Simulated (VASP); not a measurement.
# Si (Fd-3m) in VASP: notebook

Runs on Si. Level: r2SCAN+D4. Tasks: single point.

Everything below comes from runs of VASP 6.6.1. Logs are shortened: lines on timing, memory, paths and dates and some standing lists are left out, and cuts for length are marked.

## (1) The cell of the first run

Symmetry: Fd-3m, No. 227, cubic system. The conventional cell has a = 5.316 Å, b = 5.316 Å, c = 5.316 Å, α = 90.00°, β = 90.00°, γ = 90.00°. Si (site symmetry -43m) has 4 Si at 2.30 Å within 3.0 Å.

## (2) Single point, r2SCAN+D4

POSCAR

```
Si
1.0
    0.0000000000      2.6581656812      2.6581656812
    2.6581656812      0.0000000000      2.6581656812
    2.6581656812      2.6581656812      0.0000000000
Si
2
Direct
    0.7500000000      0.7500000000      0.7500000000
    0.5000000000      0.5000000000      0.5000000000
```

INCAR.step1

```
PREC = Accurate ; ENCUT = 550
ISMEAR = 0 ; SIGMA = 0.01
LREAL = F ; LASPH = T
NELM = 120 ; NBANDS = 11
GGA = PE ; ALGO = Normal
EDIFF = 1E-5 ; LWAVE = T
LCHARG = F ; GGA_COMPAT = F
```

INCAR.step2

```
PREC = Accurate ; ENCUT = 550
EDIFF = 1E-6 ; ISMEAR = 0
SIGMA = 0.01 ; LREAL = F
LASPH = T ; NELM = 120
ALGO = Normal ; ISIF = 2
LWAVE = F ; LCHARG = T
METAGGA = R2SCAN ; LMIXTAU = T
IVDW = 13 ; VDW_S6 = 1.0
VDW_S8 = 0.6018749 ; VDW_A1 = 0.51559235
VDW_A2 = 5.77342911 ; LELF = T
LVHAR = T ; NBANDS = 11
ISTART = 1 ; GGA_COMPAT = F
```

KPOINTS

```
regular mesh
0
Gamma
  6 6 6
```

Potentials or basis: VASP PAW PBE potentials, release 64 (Si).

The run is started by

```sh
cat potpaw_PBE.64/Si/POTCAR > POTCAR
cp INCAR.step1 INCAR
mpirun -np 1 vasp_std > vasp.out
cp INCAR.step2 INCAR
mpirun -np 1 vasp_std > vasp.out
```

OUTCAR:

```text
PREC = Accurate
   ENCUT = 550
   EDIFF = 1E-6
   ISMEAR = 0
   LREAL = F
   LASPH = T
   NELM = 120
   ISIF = 2
   METAGGA = R2SCAN
   IVDW = 13
   ISTART = 1

 ion  position               nearest neighbor table
   1  0.750  0.750  0.750-   2 2.30   2 2.30   2 2.30   2 2.30
   2  0.500  0.500  0.500-   1 2.30   1 2.30   1 2.30   1 2.30

  LATTYP: Found a face centered cubic cell.
 ALAT       =     5.3163313624

  Lattice vectors:

 A1 = (   0.0000000000,   2.6581656812,   2.6581656812)
 A2 = (   2.6581656812,   0.0000000000,   2.6581656812)
 A3 = (   2.6581656812,   2.6581656812,   0.0000000000)

Analysis of symmetry for initial positions (statically):
=====================================================================
 Subroutine PRICEL returns:
 Original cell was already a primitive cell.

 Routine SETGRP: Setting up the symmetry group for a
 face centered cubic supercell.

 Subroutine GETGRP returns: Found 48 space group operations
 (whereof 24 operations were pure point group operations)
 out of a pool of 48 trial point group operations.

The static configuration has the point symmetry T_d .
 The point group associated with its full space group is O_h .

Analysis of symmetry for dynamics (positions and initial velocities):
=====================================================================
 Subroutine PRICEL returns:
 Original cell was already a primitive cell.

 Routine SETGRP: Setting up the symmetry group for a
 face centered cubic supercell.

 Subroutine GETGRP returns: Found 48 space group operations
 (whereof 24 operations were pure point group operations)
 out of a pool of 48 trial point group operations.

The dynamic configuration has the point symmetry T_d .
 The point group associated with its full space group is O_h .

 Subroutine INISYM returns: Found 48 space group operations
 (whereof 24 operations are pure point group operations),
 and found     1 'primitive' translations

----------------------------------------------------------------------------------------

                                     Primitive cell

  volume of cell :      37.5644

  direct lattice vectors                    reciprocal lattice vectors
     0.000000000  2.658165681  2.658165681    -0.188099637  0.188099637  0.188099637
     2.658165681  0.000000000  2.658165681     0.188099637 -0.188099637  0.188099637
     2.658165681  2.658165681  0.000000000     0.188099637  0.188099637 -0.188099637

  length of vectors
     3.759213957  3.759213957  3.759213957     0.325798128  0.325798128  0.325798128

  position of ions in fractional coordinates (direct lattice)
     0.750000000  0.750000000  0.750000000
     0.500000000  0.500000000  0.500000000

  ion indices of the primitive-cell ions
   primitive index   ion index
                 1           1
                 2           2

----------------------------------------------------------------------------------------

 KPOINTS: regular mesh

Automatic generation of k-mesh.
 Grid dimensions read from file:
 generate k-points for:    6    6    6

 Generating k-lattice:

  Cartesian coordinates                     Fractional coordinates (reciprocal lattice)
    -0.031349940  0.031349940  0.031349940     0.166666667  0.000000000  0.000000000
     0.031349940 -0.031349940  0.031349940     0.000000000  0.166666667  0.000000000
     0.031349940  0.031349940 -0.031349940     0.000000000  0.000000000  0.166666667

  Length of vectors
     0.054299688  0.054299688  0.054299688

  Shift w.r.t. Gamma in fractional coordinates (k-lattice)
     0.000000000  0.000000000  0.000000000

 Subroutine IBZKPT returns following result:
 ===========================================

 Found     16 irreducible k-points:

 Following reciprocal coordinates:
            Coordinates               Weight
  0.000000  0.000000  0.000000      1.000000
  0.166667  0.000000  0.000000      8.000000
  0.333333  0.000000  0.000000      8.000000
  0.500000  0.000000  0.000000      4.000000
  0.166667  0.166667  0.000000      6.000000
  0.333333  0.166667  0.000000     24.000000
[... 8 lines left out ...]
 -0.333333  0.333333  0.166667     24.000000
 -0.333333  0.500000  0.166667     12.000000
   k-points           NKPTS =     16   k-points in BZ     NKDIM =     16   number of bands    NBANDS=     11
   number of dos      NEDOS =    301   number of ions     NIONS =      2
   total plane-waves  NPLWV =  27000
   dimension x,y,z NGX =    30 NGY =   30 NGZ =   30
   dimension x,y,z NGXF=    60 NGYF=   60 NGZF=   60
   ions per type =               2
   NGX,Y,Z   is equivalent  to a cutoff of  13.27, 13.27, 13.27 a.u.
   NGXF,Y,Z  is equivalent  to a cutoff of  26.53, 26.53, 26.53 a.u.
 SYSTEM =  unknown system
   PREC   = accura    normal or accurate (medium, high low for compatibility)
   ISTART =      1    job   : 0-new  1-cont  2-samecut
   ICHARG =      0    charge: 1-file 2-atom 10-const
   ISPIN  =      1    spin polarized calculation?
   LNONCOLLINEAR =      F non collinear calculations
   LSORBIT =      F    spin-orbit coupling
   LASPH  =      T    aspherical Exc in radial PAW
   ENCUT  =  550.0 eV  40.42 Ry    6.36 a.u.   7.19  7.19  7.19*2*pi/ulx,y,z
   NELM   =    120;   NELMIN=  2; NELMDL=  0     # of ELM steps
   EDIFF  = 0.1E-05   stopping-criterion for ELM
   LREAL  =      F    real-space projection
   EDIFFG = 0.1E-04   stopping-criterion for IOM
   NSW    =      0    number of steps for IOM
   IBRION =     -1    ionic relax: 0-MD 1-quasi-New 2-CG
   NFREE  =      0    steps in history (QN), initial steepest desc. (CG)
   ISIF   =      2    stress and relaxation
   ISYM   =      2    0-nonsym 1-usesym 2-fastsym
   POTIM  = 0.5000    time-step for ionic-motion
   TEBEG  =    0.0;   TEEND  =   0.0 temperature during run
   PSTRESS=    0.0 pullay stress
   NELECT =       8.0000    total number of electrons
   NUPDOWN=      -1.0000    fix difference up-down
   EMIN   =  10.00;   EMAX   =-10.00  energy-range for DOS
   EFERMI =   0.00;   METHOD = LEGACY
   ISMEAR =     0;   SIGMA  =   0.01  broadening in eV -4-tet -1-fermi 0-gaus
   EFERMI_NEDOS =   21; number of points for ismear=-14 and -15
   IALGO  =     38    algorithm
   IMIX   =      4    mixing-type and parameters
     AMIX     =   0.40;   BMIX     =  1.00
     AMIX_MAG =   1.60;   BMIX_MAG =  1.00
  volume/ion in A,a.u.               =      18.78       126.75
  Fermi-wavevector in a.u.,A,eV,Ry     =   0.977641  1.847474 13.004205  0.955782
  Thomas-Fermi vector in A             =   2.108354
   LORBIT       =      0    0 simple, 1 ext, 2 COOP (PROOUT), +10 PAW based schemes
   METAGGA = R2SCAN    functional components
   LHFCALC =     F    Hartree Fock is set to
   AEXX    =    0.0000 exact exchange contribution
   IVDW    =    13    specifies the selected vdW correction
   LEPSILON=     F    determine dielectric tensor
   LRPA    =     F    only Hartree local field effects (RPA)
 non-spin polarized calculation
 Gauss-broadening in eV      SIGMA  =   0.01
  energy-cutoff  :      550.00
  volume of cell :       37.56
 maximum number of plane-waves:      1113
 NGX is ok and might be reduce to    30
   NGX = 15   NGY = 15   NGZ = 15

 number of electron       7.9999999 magnetization

 Free energy of the ion-electron system (eV)
  ---------------------------------------------------
  ext. energy  EPLUGINS =         0.00000000
  ---------------------------------------------------
  free energy    TOTEN  =       -17.46634617 eV

  energy without entropy =      -17.46634617  energy(sigma->0) =      -17.46634617

 E-fermi :   6.4984     XC(G=0): -10.1080

 val. band max:        6.4149120999   @ k =   0.0000   0.0000   0.0000
 cond. band min:       7.2019570405   @ k =   0.5000   0.5000   0.0000
 fundamental gap:      0.7870449406
 Fermi energy:         6.4983949783

 k-point     1 :       0.0000    0.0000    0.0000
  band No.  band energies     occupation
      1      -6.5800      2.00000
      2       6.4149      2.00000
      3       6.4149      2.00000
      4       6.4149      2.00000
      5       9.1981      0.00000
      6       9.1981      0.00000
      7       9.1981      0.00000
      8      11.2127      0.00000
      9      14.5633      0.00000
     10      14.5633      0.00000
     11      15.4193      0.00000

 k-point     2 :       0.1667    0.0000    0.0000
  band No.  band energies     occupation
      1      -6.1786      2.00000
      2       3.8986      2.00000
      3       5.9097      2.00000
      4       5.9097      2.00000
      5       9.2818      0.00000
      6       9.9221      0.00000
      7       9.9221      0.00000
      8      13.1135      0.00000
      9      13.9025      0.00000
     10      13.9025      0.00000
     11      16.5589      0.00000

 k-point     3 :       0.3333    0.0000    0.0000
  band No.  band energies     occupation
      1      -5.0445      2.00000
      2       0.6560      2.00000
      3       5.3005      2.00000
      4       5.3005      2.00000
      5       8.7634      0.00000
      6      10.1815      0.00000
      7      10.1815      0.00000
      8      14.9832      0.00000
      9      14.9832      0.00000
     10      15.1523      0.00000
     11      16.8620      0.00000
[... 155 lines left out ...]
 k-point    15 :      -0.3333    0.3333    0.1667
  band No.  band energies     occupation
      1      -2.9091      2.00000
      2      -0.9235      2.00000
      3       1.9727      2.00000
      4       3.3187      2.00000
      5      10.0259      0.00000
      6      10.4329      0.00000
      7      13.0800      0.00000
      8      13.6947      0.00000
      9      14.8229      0.00000
     10      18.6074      0.00000
     11      19.6939      0.00000

 k-point    16 :      -0.3333    0.5000    0.1667
  band No.  band energies     occupation
      1      -1.8183      2.00000
      2      -1.8183      2.00000
      3       2.3365      2.00000
      4       2.3365      2.00000
      5       9.4322      0.00000
      6       9.4322      0.00000
      7      13.9210      0.00000
      8      13.9210      0.00000
      9      18.1115      0.00000
     10      18.1115      0.00000
     11      20.7764      0.00000

------------------------ aborting loop because EDIFF is reached ----------------------------------------

  DFT-D4 for vdW energy calculation

  Edisp (eV):   -0.25191

  FORCE on cell =-STRESS in cart. coord.  units (eV):
  Direction    XX          YY          ZZ          XY          YZ          ZX
  --------------------------------------------------------------------------------------
  -------------------------------------------------------------------------------------
  Total       1.61919     1.61919     1.61919    -0.00000     0.00000    -0.00000
  in kB      69.06100    69.06100    69.06100    -0.00000     0.00000    -0.00000
  external pressure =       69.06 kB  Pullay stress =        0.00 kB

 VOLUME and BASIS-vectors are now :
 -----------------------------------------------------------------------------
  energy-cutoff  :      550.00
  volume of cell :       37.56
      direct lattice vectors                 reciprocal lattice vectors
     0.000000000  2.658165681  2.658165681    -0.188099637  0.188099637  0.188099637
     2.658165681  0.000000000  2.658165681     0.188099637 -0.188099637  0.188099637
     2.658165681  2.658165681  0.000000000     0.188099637  0.188099637 -0.188099637

 POSITION                                       TOTAL-FORCE (eV/Angst)
 -----------------------------------------------------------------------------------
      3.98725      3.98725      3.98725         0.000000      0.000000      0.000000
      2.65817      2.65817      2.65817        -0.000000     -0.000000     -0.000000
 -----------------------------------------------------------------------------------
    total drift:                                0.000000     -0.000000     -0.000000

  FREE ENERGIE OF THE ION-ELECTRON SYSTEM (eV)
  ---------------------------------------------------
  free  energy   TOTEN  =       -17.7182591319 eV

  energy  without entropy=      -17.7182591319  energy(sigma->0) =      -17.71825913
```

Wall time 15 s (1 thread of Intel Xeon 6975P-C (Granite Rapids), shared host); peak memory 0.16 GiB.

What came out:

```
Free energy                : -17.7183 eV
Pressure                   : 6.9 GPa
Band gap on the k mesh     : 0.79 eV, indirect (least direct gap 2.78 eV)
Dispersion energy per atom : -0.126 eV
```

Levels at points of the mesh, in eV from the valence-band top:
```
           k point  band 1  band 2  band 3  band 4  band 5  band 6  band 7  band 8  band 9
(0.00, 0.00, 0.00)  -12.99    0.00    0.00    0.00    2.78    2.78    2.78    4.80    8.15
(0.50, 0.00, 0.00)  -10.37   -7.59   -1.33   -1.33    2.13    3.55    3.55    8.44   11.33
(0.50, 0.50, 0.00)   -8.38   -8.38   -3.19   -3.19    0.79    0.79   11.48   11.48   11.84
```

Caveat: the PAW data sets were made with another functional, which shifts forces and pressure a little. r2SCAN opens gaps a little over a GGA but as a rule still falls short of measured ones.

## (3) Single point, r2SCAN+D4

This run uses another cell than the first one, of 19.18 Å³/atom, 1.021 times its volume.

POSCAR

```
Si
1.0
    0.0000000000      2.6768857746      2.6768857746
    2.6768857746      0.0000000000      2.6768857746
    2.6768857746      2.6768857746      0.0000000000
Si
2
Direct
    0.7500000000      0.7500000000      0.7500000000
    0.5000000000      0.5000000000      0.5000000000
```

INCAR.step1

```
SYSTEM = Si
PREC     = Accurate       ! precision mode
ENCUT    = 550            ! plane-wave cutoff, eV
ISMEAR   = 0              ! smearing method
SIGMA    = 0.01           ! smearing width, eV
LREAL    = .False.        ! projectors in reciprocal space
LASPH    = .True.         ! aspherical terms in the spheres
NELM     = 120            ! most SCF steps
NBANDS   = 11             ! bands
GGA      = PE             ! functional
ALGO     = Normal         ! electronic algorithm
EDIFF    = 1E-5           ! SCF threshold, eV
LWAVE    = .True.         ! write WAVECAR
LCHARG   = .False.        ! write CHGCAR
GGA_COMPAT= .False.
```

INCAR.step2

```
SYSTEM = Si
PREC     = Accurate       ! precision mode
ENCUT    = 550            ! plane-wave cutoff, eV
EDIFF    = 1E-6           ! SCF threshold, eV
ISMEAR   = 0              ! smearing method
SIGMA    = 0.01           ! smearing width, eV
LREAL    = .False.        ! projectors in reciprocal space
LASPH    = .True.         ! aspherical terms in the spheres
NELM     = 120            ! most SCF steps
ALGO     = Normal         ! electronic algorithm
ISIF     = 2              ! what is computed and relaxed
LWAVE    = .False.        ! write WAVECAR
LCHARG   = .False.        ! write CHGCAR
METAGGA  = R2SCAN         ! meta-GGA
LMIXTAU  = .True.       
IVDW     = 13             ! dispersion correction
VDW_S6   = 1.0          
VDW_S8   = 0.6018749    
VDW_A1   = 0.51559235   
VDW_A2   = 5.77342911   
NBANDS   = 11             ! bands
ISTART   = 1            
GGA_COMPAT= .False.
```

KPOINTS

```
regular mesh
0
Gamma
  6 6 6
  0 0 0
```

Potentials or basis: VASP PAW PBE potentials, release 64 (Si).

The run is started by

```sh
cat potpaw_PBE.64/Si/POTCAR > POTCAR
cp INCAR.step1 INCAR
mpirun -np 1 vasp_std > vasp.out
cp INCAR.step2 INCAR
mpirun -np 1 vasp_std > vasp.out
```

Wall time 15 s (1 thread of Intel Xeon 6975P-C (Granite Rapids), shared host); peak memory 0.15 GiB.

The run converged. Its results:

* Free energy: -17.7461 eV
* Pressure: 4.3 GPa
* Band gap on the k mesh: 0.83 eV, indirect (least direct gap 2.78 eV)
* Dispersion energy per atom: -0.124 eV

Levels at points of the mesh, in eV from the valence-band top:
```csv
k point,band 2,band 3,band 4,band 5,band 6,band 7
"(0.00, 0.00, 0.00)",0.00,0.00,0.00,2.78,2.78,2.78
"(0.50, 0.00, 0.00)",-7.48,-1.31,-1.31,2.05,3.56,3.56
"(0.50, 0.50, 0.00)",-8.31,-3.13,-3.13,0.83,0.83,11.28
```

Caveat: the PAW data sets were made with another functional, which shifts forces and pressure a little.

## (4) Single point, r2SCAN+D4

This run uses another cell than the first one, of 19.58 Å³/atom, 1.043 times its volume.

POSCAR

```
Si
1.0
    0.0000000000      2.6953476392      2.6953476392
    2.6953476392      0.0000000000      2.6953476392
    2.6953476392      2.6953476392      0.0000000000
Si
2
Direct
    0.7500000000      0.7500000000      0.7500000000
    0.5000000000      0.5000000000      0.5000000000
```

INCAR.step1

```
SYSTEM = Si
ALGO = Normal ; EDIFF = 1E-5
ENCUT = 550 ; GGA = PE
GGA_COMPAT = .FALSE. ; ISMEAR = 0
LASPH = .TRUE. ; LCHARG = .FALSE.
LREAL = .FALSE. ; LWAVE = .TRUE.
NBANDS = 11 ; NELM = 120
PREC = Accurate ; SIGMA = 0.01
```

INCAR.step2

```
SYSTEM = Si
ALGO = Normal ; EDIFF = 1E-6
ENCUT = 550 ; GGA_COMPAT = .FALSE.
ISIF = 2 ; ISMEAR = 0
ISTART = 1 ; IVDW = 13
LASPH = .TRUE. ; LCHARG = .FALSE.
LMIXTAU = .TRUE. ; LREAL = .FALSE.
LWAVE = .FALSE. ; METAGGA = R2SCAN
NBANDS = 11 ; NELM = 120
PREC = Accurate ; SIGMA = 0.01
VDW_A1 = 0.51559235 ; VDW_A2 = 5.77342911
VDW_S6 = 1.0 ; VDW_S8 = 0.6018749
```

KPOINTS

```
k-points
0
G
  6 6 6
  0 0 0
```

The run is started by

```sh
cat potpaw_PBE.64/Si/POTCAR > POTCAR
cp INCAR.step1 INCAR
mpirun -np 1 vasp_std > vasp.out
cp INCAR.step2 INCAR
mpirun -np 1 vasp_std > vasp.out
```

Run time: 15 s. Hardware: 1 thread of Intel Xeon 6975P-C (Granite Rapids), shared host; peak memory 0.16 GiB.

The run converged. Its results:

| Item | Value |
| --- | --- |
| Free energy | -17.7619 eV |
| Pressure | 2.0 GPa |
| Band gap on the k mesh | 0.87 eV, indirect (least direct gap 2.77 eV) |
| Dispersion energy per atom | -0.121 eV |

Levels at points of the mesh, in eV from the valence-band top:
```
           k point  band 1  band 2  band 3  band 4  band 5  band 6  band 7  band 8
(0.00, 0.00, 0.00)  -12.69    0.00    0.00    0.00    2.77    2.77    2.77    4.27
(0.50, 0.00, 0.00)  -10.17   -7.38   -1.29   -1.29    1.97    3.57    3.57    8.37
(0.50, 0.50, 0.00)   -8.23   -8.23   -3.07   -3.07    0.87    0.87   11.09   11.09
```

Caveat: the PAW data sets were made with another functional, which shifts forces and pressure a little.

## (5) The runs side by side

| cell | gap on the mesh (eV) | pressure (GPa) |
| --- | --- | --- |
| a = 3.759 Å, angles 60.0°, 2 atoms | 0.79 | 6.9 |
| a = 3.786 Å, angles 60.0°, 2 atoms | 0.83 | 4.3 |
| a = 3.812 Å, angles 60.0°, 2 atoms | 0.87 | 2.0 |

Alike in all rows: task single point; level r2SCAN+D4; potentials or basis VASP PAW PBE potentials, release 64 (Si); no spin polarisation; k mesh 6 × 6 × 6; cutoff (eV) 550; smearing gaussian 0.01 eV.

Caveats: the PAW data sets were made with another functional, which shifts forces and pressure a little.

Absolute energies hang on the potentials; compare differences alone.
